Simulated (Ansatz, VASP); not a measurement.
One calculation of AlN, two programs

File POSCAR:

```
AlN
1.0
    0.0000000000      2.1839935596      2.1839935596
    2.1839935596      0.0000000000      2.1839935596
    2.1839935596      2.1839935596      0.0000000000
Al N
1 1
Direct
   -0.0297399711     -0.0297399711     -0.0297399711
    0.7500000000      0.7500000000      0.7500000000
```

File INCAR.step1:

```
ALGO = Normal
EDIFF = 1E-4
ENCUT = 520
GGA = PE
ISMEAR = 0
LASPH = True
LCHARG = False
LREAL = False
LWAVE = True
NBANDS = 11
NELM = 60
PREC = Accurate
SIGMA = 0.05
```

INCAR.step2

```
ALGO = Normal
EDIFF = 1E-7
ENCUT = 520
ISIF = 2
ISMEAR = 0
ISTART = 1
LASPH = True
LCHARG = True
LELF = True
LMIXTAU = True
LREAL = False
LVHAR = True
LWAVE = False
METAGGA = R2SCAN
NBANDS = 11
NELM = 60
PREC = Accurate
SIGMA = 0.05
```

File KPOINTS:

```
k-points
0
Gamma
  10 10 10
```

Input for Ansatz:

```yaml
crystal:
  lattice:
    - [0.0, 2.1839935596, 2.1839935596]
    - [2.1839935596, 0.0, 2.1839935596]
    - [2.1839935596, 2.1839935596, 0.0]
  atoms:
    - { symbol: Al, position: [-0.0297399711, -0.0297399711, -0.0297399711] }
    - { symbol: "N", position: [0.75, 0.75, 0.75] }
basis:
  ecutwfc: 500
kpoints:
  mp_grid: { grid: [10, 10, 10] }
hamiltonian:
  xc: r2scan
scf:
  occupations: { method: gaussian, width: 0.05 }
output:
  forces: true
  stress: true
  eigenvalues: true
```

Change from the starting cell: all Al atoms moved +0.225 Å, as atom 1 towards its neighbour atom 2 (N) at 1.891 Å.

Alike in both runs: task single point; functional r2SCAN; k mesh 10 × 10 × 10; occupations gaussian, width 0.05 eV; no spin polarisation.

|  | VASP | Ansatz |
| --- | --- | --- |
| version | VASP 6.6.1 | Ansatz 0.2.0 |
| potentials or method | VASP PAW PBE potentials, release 64 (Al, N), cutoff 520 eV | scalar-relativistic, plane waves, PAW |
| valence electrons in the cell | 8 | 8 |

```tsv
	VASP	Ansatz	Ansatz less VASP
gap on the k mesh at the Fermi level (eV)	3.64	3.65	+0.007
least direct gap on the mesh (eV)	4.50	4.46	-0.037
pressure (GPa)	9.1	9.2	+0.13
traceless stress, the component that is largest in VASP (GPa)	16.21	15.82	-0.394
rms of the force components (eV/Å)	3.377	3.324	-0.0530
```

VASP's potentials were made for PBE, not for r2SCAN. Atom by atom the forces differ by 0.053 eV/Å (rms over components). With one functional, cell and mesh, what is left measures potentials, basis and numerics.
